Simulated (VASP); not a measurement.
Set up this calculation in VASP 6.6.1, as the native input.

```
Task                   : single point
Functional             : r2SCAN
Potentials or basis    : VASP PAW PBE potentials, release 64 (Sn_d, O)
Cutoff                 : 520 eV
k mesh                 : 6 × 6 × 2
Occupations            : gaussian, width 0.01 eV
Spin                   : no spin polarisation
Dipole correction      : no
Further INCAR settings : ALGO = Normal; EDIFF = 1e-07; NBANDS = 35
```

The system is SnO2.

```
CELL_PARAMETERS angstrom
3.23058 0.00000 0.00000
-1.61529 2.79776 0.00000
0.00000 0.00000 10.79056
ATOMIC_POSITIONS crystal
Sn 0.00000 0.00000 0.50000
Sn 0.00000 0.00000 0.00000
O 0.66667 0.33333 0.40586
O 0.66667 0.33333 0.09414
O 0.33333 0.66667 0.59414
O 0.33333 0.66667 0.90586
```

These files were run (other wordings do the same):

POSCAR

```
SnO2
1.0
    3.2305760000      0.0000000000      0.0000000000
   -1.6152880000      2.7977610000      0.0000000000
    0.0000000000      0.0000000000     10.7905620000
Sn O
2 4
Direct
    0.0000000000      0.0000000000      0.5000000000
    0.0000000000      0.0000000000      0.0000000000
    0.6666666667      0.3333333333      0.4058620000
    0.6666666667      0.3333333333      0.0941380000
    0.3333333333      0.6666666667      0.5941380000
    0.3333333333      0.6666666667      0.9058620000
```

INCAR.step1

```
SYSTEM = SnO2
PREC = Accurate
ENCUT = 520
ISMEAR = 0
SIGMA = 0.01
LREAL = .FALSE.
LASPH = .TRUE.
NELM = 80
NBANDS = 35
GGA = PE
ALGO = Normal
EDIFF = 1E-4
LWAVE = .TRUE.
LCHARG = .FALSE.
```

INCAR.step2

```
SYSTEM = SnO2
PREC = Accurate
ENCUT = 520
EDIFF = 1E-7
ISMEAR = 0
SIGMA = 0.01
LREAL = .FALSE.
LASPH = .TRUE.
NELM = 80
ALGO = Normal
ISIF = 2
LWAVE = .FALSE.
LCHARG = .TRUE.
METAGGA = R2SCAN
LMIXTAU = .TRUE.
LELF = .TRUE.
LVHAR = .TRUE.
NBANDS = 35
ISTART = 1
```

KPOINTS

```
regular mesh
0
G
  6 6 2
  0 0 0
```

Potentials or basis: VASP PAW PBE potentials, release 64 (Sn_d, O).

Run with:

```bash
$ cat potpaw_PBE.64/Sn_d/POTCAR potpaw_PBE.64/O/POTCAR > POTCAR
$ cp INCAR.step1 INCAR
$ mpirun -np 1 vasp_std > vasp.out
$ cp INCAR.step2 INCAR
$ mpirun -np 1 vasp_std > vasp.out
```

Results of the run:

* Pressure: -5.3 GPa
* Largest force: 0.552 eV/Å
* Band gap on the k mesh: 2.62 eV (least direct gap 3.00 eV)

Caveat: the cell stands under tension; the PAW data sets were made with another functional, which shifts forces and pressure a little; spin-orbit coupling is left out, which moves the levels of the heavy elements.

It took 2 min on 1 thread of Intel(R) Xeon(R) Platinum 8488C (Sapphire Rapids) (shared host), peak memory 0.22 GiB.
